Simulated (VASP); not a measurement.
AlNi:

```
Al Ni
1.0
     2.88100    0.00000    0.00000
     0.00000    2.88100    0.00000
     0.00000    0.00000    2.88100
Al Ni
1 1
Direct
  0.00000 0.00000 0.00000
  0.50000 0.50000 0.50000
```

Program: VASP 6.6.1. Alike in all runs: task single point; level LDA; potentials or basis VASP PAW LDA potentials, release 64 (Al, Ni); spin collinear, ferromagnetic start; cell as given; k mesh 5 × 5 × 5, shifted; cutoff (eV) 520; smearing fermi-dirac 0.3 eV.

Question: Order these runs on this cell by their pressure, lowest first.
A. fixed moment (μB) 1.2
B. fixed moment (μB) 1.8
C. fixed moment (μB) 0.3
D. fixed moment (μB) 0.9
E. fixed moment (μB) 1.5

Answer: C (-7.0 GPa), D (-4.0 GPa), A (-0.7 GPa), E (3.6 GPa), B (9.0 GPa).

Caveats: all runs use coarse meshes; the total moment is fixed, so each spin has its own Fermi level.
